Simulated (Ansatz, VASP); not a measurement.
## Au in VASP and in Ansatz

INCAR

```
SYSTEM = Au
ALGO = Fast
EDIFF = 1E-6
ENCUT = 520
GGA = PE
ISIF = 2
ISMEAR = 0
LASPH = .True.
LCHARG = .True.
LELF = .True.
LREAL = .False.
LVHAR = .True.
LWAVE = .False.
NBANDS = 12
NELM = 80
PREC = Accurate
SIGMA = 0.15
```

Contents of KPOINTS:

```
k-points
0
Gamma
  24 24 24
  0 0 0
```

Contents of POSCAR:

```
Au
1.0
    0.0000000000      2.0478532578      2.0478532578
    2.0478532578      0.0000000000      2.0478532578
    2.0478532578      2.0478532578      0.0000000000
Au
1
Direct
    0.0000000000      0.0000000000      0.0000000000
```

Input for Ansatz:

```yaml
crystal:
  lattice:
    - [0.0, 2.0478532578, 2.0478532578]
    - [2.0478532578, 0.0, 2.0478532578]
    - [2.0478532578, 2.0478532578, 0.0]
  atoms:
    - { symbol: Au, position: [0.0, 0.0, 0.0] }
basis:
  ecutwfc: 420
kpoints:
  mp_grid: { grid: [24, 24, 24] }
hamiltonian:
  xc: pbe
scf:
  occupations: { method: gaussian, width: 0.15 }
output:
  forces: true
  stress: true
  eigenvalues: true
```

Change from the starting cell: strain -0.015 along x and y, -0.015 along z, atoms carried along.

Alike in both runs: task single point; functional PBE; k mesh 24 × 24 × 24; occupations gaussian, width 0.15 eV; no spin polarisation.

|  | VASP | Ansatz |
| --- | --- | --- |
| version | VASP 6.6.1 | Ansatz 0.2.0 |
| potentials or method | VASP PAW PBE potentials, release 64 (Au), cutoff 520 eV | scalar-relativistic, plane waves, PAW |
| valence electrons in the cell | 11 | 19 |

```csv
,VASP,Ansatz,Ansatz less VASP
gap on the k mesh at the Fermi level (eV),none,none,-
pressure (GPa),7.0,7.2,+0.21
```

A gap of «none» marks a metal or a gap that the smearing closes. The functional is the same, so the differences come from potentials, cutoffs and numerics. VASP's potentials hold 11 valence electrons a cell and Ansatz's 19, so a difference there can come from the potentials and not from the codes.

Spin-orbit coupling is off throughout.
